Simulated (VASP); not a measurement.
# FeSi (P2_13) in VASP: single point with PBE

Aim: the single point of FeSi with PBE.

Program: VASP 6.6.1. These are calculated values, not measurements. Logs are shortened: lines on timing, memory, paths and dates and some standing lists are left out, and cuts for length are marked.

**1. The cell of the first run**

The structure is cubic, space group P2_13 (No. 198). The conventional cell has a = 4.467 Å, b = 4.467 Å, c = 4.467 Å, α = 90.00°, β = 90.00°, γ = 90.00°. Fe (site symmetry 3) has 7 Si at 2.28 to 2.52 Å and 6 Fe at 2.74 Å within 3.0 Å. Si (site symmetry 3) has 7 Fe at 2.28 to 2.52 Å and 6 Si at 2.77 Å within 3.0 Å.

**2. Single point, PBE, collinear spin, ferromagnetic start**

File INCAR:

```
SYSTEM = FeSi
ALGO = Normal ; EDIFF = 1E-7
ENCUT = 520 ; GGA = PE
ISIF = 2 ; ISMEAR = -1
ISPIN = 2 ; LASPH = .TRUE.
LCHARG = .TRUE. ; LELF = .TRUE.
LMAXMIX = 4 ; LORBIT = 11
LREAL = .FALSE. ; LVHAR = .TRUE.
LWAVE = .FALSE. ; MAGMOM = 3 3 3 3 0 0 0 0
NBANDS = 38 ; NELM = 150
PREC = Accurate ; SIGMA = 0.05
```

File KPOINTS:

```
k-points
0
G
  10 10 10
  0 0 0
```

File POSCAR:

```
FeSi
1.0
    4.4670000000      0.0000000000      0.0000000000
    0.0000000000      4.4670000000      0.0000000000
    0.0000000000      0.0000000000      4.4670000000
Fe Si
4 4
Direct
    0.1355075283      0.1355075283      0.1355075283
    0.3644924717      0.8644924717      0.6355075283
    0.6355075283      0.3644924717      0.8644924717
    0.8644924717      0.6355075283      0.3644924717
    0.8407186445      0.8407186445      0.8407186445
    0.6592813555      0.1592813555      0.3407186445
    0.3407186445      0.6592813555      0.1592813555
    0.1592813555      0.3407186445      0.6592813555
```

Potentials or basis: VASP PAW PBE potentials, release 64 (Fe, Si).

Started as:

```bash
> cat potpaw_PBE.64/Fe/POTCAR potpaw_PBE.64/Si/POTCAR > POTCAR
> mpirun -np 1 vasp_std > vasp.out
```

OUTCAR:

```text
SYSTEM = FeSi
   EDIFF = 1E-7
   ENCUT = 520
   GGA = PE
   ISIF = 2
   ISMEAR = -1
   ISPIN = 2
   LASPH = .TRUE.
   LORBIT = 11
   LREAL = .FALSE.
   NELM = 150
   PREC = Accurate

 ion  position               nearest neighbor table
   1  0.136  0.136  0.136-   5 2.28   6 2.32   7 2.32   8 2.32   7 2.52   8 2.52   6 2.52   3 2.74
                             4 2.74   2 2.74   2 2.74   4 2.74   3 2.74
   2  0.364  0.864  0.636-   6 2.28   5 2.32   7 2.32   8 2.32   7 2.52   8 2.52   5 2.52   1 2.74
                             1 2.74   3 2.74   3 2.74   4 2.74   4 2.74
   3  0.636  0.364  0.864-   7 2.28   6 2.32   5 2.32   8 2.32   8 2.52   6 2.52   5 2.52   1 2.74
                             4 2.74   2 2.74   2 2.74   4 2.74   1 2.74
   4  0.864  0.636  0.364-   8 2.28   6 2.32   7 2.32   5 2.32   6 2.52   5 2.52   7 2.52   1 2.74
                             3 2.74   2 2.74   1 2.74   2 2.74   3 2.74
   5  0.841  0.841  0.841-   1 2.28   2 2.32   3 2.32   4 2.32   3 2.52   4 2.52   2 2.52   8 2.77
                             8 2.77   6 2.77   6 2.77   7 2.77   7 2.77
   6  0.659  0.159  0.341-   2 2.28   1 2.32   3 2.32   4 2.32   3 2.52   4 2.52   1 2.52   7 2.77
                             7 2.77   5 2.77   8 2.77   5 2.77   8 2.77
   7  0.341  0.659  0.159-   3 2.28   2 2.32   1 2.32   4 2.32   4 2.52   2 2.52   1 2.52   6 2.77
                             6 2.77   8 2.77   8 2.77   5 2.77   5 2.77
   8  0.159  0.341  0.659-   4 2.28   2 2.32   3 2.32   1 2.32   2 2.52   1 2.52   3 2.52   5 2.77
                             5 2.77   7 2.77   7 2.77   6 2.77   6 2.77

  LATTYP: Found a simple cubic cell.
 ALAT       =     4.4670000000

  Lattice vectors:

 A1 = (   4.4670000000,   0.0000000000,   0.0000000000)
 A2 = (   0.0000000000,   4.4670000000,   0.0000000000)
 A3 = (   0.0000000000,   0.0000000000,   4.4670000000)

Analysis of symmetry for initial positions (statically):
=====================================================================
 Subroutine PRICEL returns:
 Original cell was already a primitive cell.

 Routine SETGRP: Setting up the symmetry group for a
 simple cubic supercell.

 Subroutine GETGRP returns: Found 12 space group operations
 (whereof  3 operations were pure point group operations)
 out of a pool of 48 trial point group operations.

The static configuration has the point symmetry C_3 .
 The point group associated with its full space group is T   .

Analysis of symmetry for dynamics (positions and initial velocities):
=====================================================================
 Subroutine PRICEL returns:
 Original cell was already a primitive cell.

 Routine SETGRP: Setting up the symmetry group for a
 simple cubic supercell.

 Subroutine GETGRP returns: Found 12 space group operations
 (whereof  3 operations were pure point group operations)
 out of a pool of 48 trial point group operations.

The dynamic configuration has the point symmetry C_3 .
 The point group associated with its full space group is T   .

[... 178 lines left out ...]
 cond. band min:       9.7220234607   @ k =  -0.2000   0.3000   0.0000
 fundamental gap:      0.1575076979
 Fermi energy:         9.6397928075

 spin component 1

 k-point     1 :       0.0000    0.0000    0.0000
  band No.  band energies     occupation
      1      -3.5819      1.00000
      2       1.7298      1.00000
      3       1.7298      1.00000
      4       1.7298      1.00000
      5       4.5632      1.00000
      6       4.5632      1.00000
[... 925 lines left out ...]
     35      14.5248      0.00000
     36      15.7229      0.00000

 [... further k-points ...]

 spin component 2

 k-point     1 :       0.0000    0.0000    0.0000
  band No.  band energies     occupation
      1      -3.5818      1.00000
      2       1.7298      1.00000
      3       1.7298      1.00000
      4       1.7298      1.00000
      5       4.5632      1.00000
      6       4.5632      1.00000
[... 925 lines left out ...]
     35      14.5248      0.00000
     36      15.7229      0.00000

 [... further k-points ...]

 [bands above 36 left out]

------------------------ aborting loop because EDIFF is reached ----------------------------------------

  FORCE on cell =-STRESS in cart. coord.  units (eV):
  Direction    XX          YY          ZZ          XY          YZ          ZX
  --------------------------------------------------------------------------------------
  -------------------------------------------------------------------------------------
  Total       -1.4112236     -1.4112236     -1.4112236      0.0000000     -0.0000000      0.0000000
  in kB      -25.3663844    -25.3663844    -25.3663844      0.0000000     -0.0000000      0.0000000
  external PRESSURE =     -25.3663844 kB  Pullay stress =       0.0000000 kB

 VOLUME and BASIS-vectors are now :
 -----------------------------------------------------------------------------
  energy-cutoff  :      520.00
  volume of cell :       89.13
      direct lattice vectors                 reciprocal lattice vectors
     4.467000000  0.000000000  0.000000000     0.223863891  0.000000000  0.000000000
     0.000000000  4.467000000  0.000000000     0.000000000  0.223863891  0.000000000
     0.000000000  0.000000000  4.467000000     0.000000000  0.000000000  0.223863891

 POSITION                                       TOTAL-FORCE (eV/Angst)
 -----------------------------------------------------------------------------------
      0.60531      0.60531      0.60531         0.024157      0.024157      0.024157
      1.62819      3.86169      2.83881        -0.024157     -0.024157      0.024157
      2.83881      1.62819      3.86169         0.024157     -0.024157     -0.024157
      3.86169      2.83881      1.62819        -0.024157      0.024157     -0.024157
      3.75549      3.75549      3.75549        -0.004463     -0.004463     -0.004463
      2.94501      0.71151      1.52199         0.004463      0.004463     -0.004463
      1.52199      2.94501      0.71151        -0.004463      0.004463      0.004463
      0.71151      1.52199      2.94501         0.004463     -0.004463      0.004463
 -----------------------------------------------------------------------------------
    total drift:                               -0.000001     -0.000001     -0.000000

  FREE ENERGIE OF THE ION-ELECTRON SYSTEM (eV)
  ---------------------------------------------------
  free  energy   TOTEN  =       -58.7846800979 eV

  energy  without entropy=      -58.7469296243  energy(sigma->0) =      -58.76580486

 total charge

# of ion       s       p       d       tot
------------------------------------------
    1        0.435   0.633   6.555   7.622
    2        0.435   0.633   6.555   7.622
    3        0.435   0.633   6.555   7.622
    4        0.435   0.633   6.555   7.622
    5        0.737   0.891   0.000   1.628
    6        0.737   0.891   0.000   1.628
    7        0.737   0.891   0.000   1.628
    8        0.737   0.891   0.000   1.628
--------------------------------------------------
tot          4.686   6.095  26.219  37.001

 magnetization (x)

# of ion       s       p       d       tot
------------------------------------------
    1        0.000   0.000  -0.000  -0.000
    2        0.000   0.000  -0.000  -0.000
    3        0.000   0.000  -0.000  -0.000
    4        0.000   0.000  -0.000  -0.000
    5        0.000   0.000   0.000   0.000
    6        0.000   0.000   0.000   0.000
    7        0.000   0.000   0.000   0.000
    8        0.000   0.000   0.000   0.000
--------------------------------------------------
tot          0.000   0.000  -0.000  -0.000
```

OSZICAR:

```text
N       E                     dE             d eps       ncg     rms          rms(c)
DAV:   1     0.345245687385E+03    0.34525E+03   -0.19540E+04 11552   0.140E+03
DAV:   2    -0.355656792122E+02   -0.38081E+03   -0.35944E+03 11552   0.333E+02
DAV:   3    -0.631590605854E+02   -0.27593E+02   -0.25719E+02 13102   0.107E+02
DAV:   4    -0.643403245438E+02   -0.11813E+01   -0.11696E+01 16086   0.204E+01
[... 10 lines left out ...]
DAV:  15    -0.587846593852E+02   -0.14298E-03   -0.59032E-04 17186   0.381E-01    0.648E-02
DAV:  16    -0.587846760908E+02   -0.16706E-04   -0.44879E-05 16094   0.760E-02    0.309E-02
DAV:  17    -0.587846799243E+02   -0.38335E-05   -0.17962E-05 18074   0.535E-02    0.734E-03
DAV:  18    -0.587846800776E+02   -0.15338E-06   -0.23096E-06 16772   0.180E-02    0.291E-03
DAV:  19    -0.587846800979E+02   -0.20221E-07   -0.61030E-08  7180   0.288E-03
   1 F= -.58784680E+02 E0= -.58765805E+02  d E =-.377505E-01  mag=    -0.0004
```

Run time: 26 min. Hardware: 1 thread of Oxide Virtual Turin-like, shared host; peak memory 0.44 GiB.

What came out:

| Property | Result |
| --- | --- |
| Free energy | -58.7847 eV |
| Pressure | -2.5 GPa |
| Largest force | 0.042 eV/Å |
| Band gap on the k mesh | 0.16 eV (least direct gap 0.18 eV) |
| Net moment | 0.00 μB per cell |
| Valence electrons inside the program's atomic spheres | Fe 7.62; Si 1.63 |

Forces on the atoms (eV/Å):
```
Fe   0.024  0.024  0.024
Fe  -0.024 -0.024  0.024
Fe   0.024 -0.024 -0.024
Fe  -0.024  0.024 -0.024
Si  -0.004 -0.004 -0.004
Si   0.004  0.004 -0.004
Si  -0.004  0.004  0.004
Si   0.004 -0.004  0.004
```

A k mesh can miss the band edges.
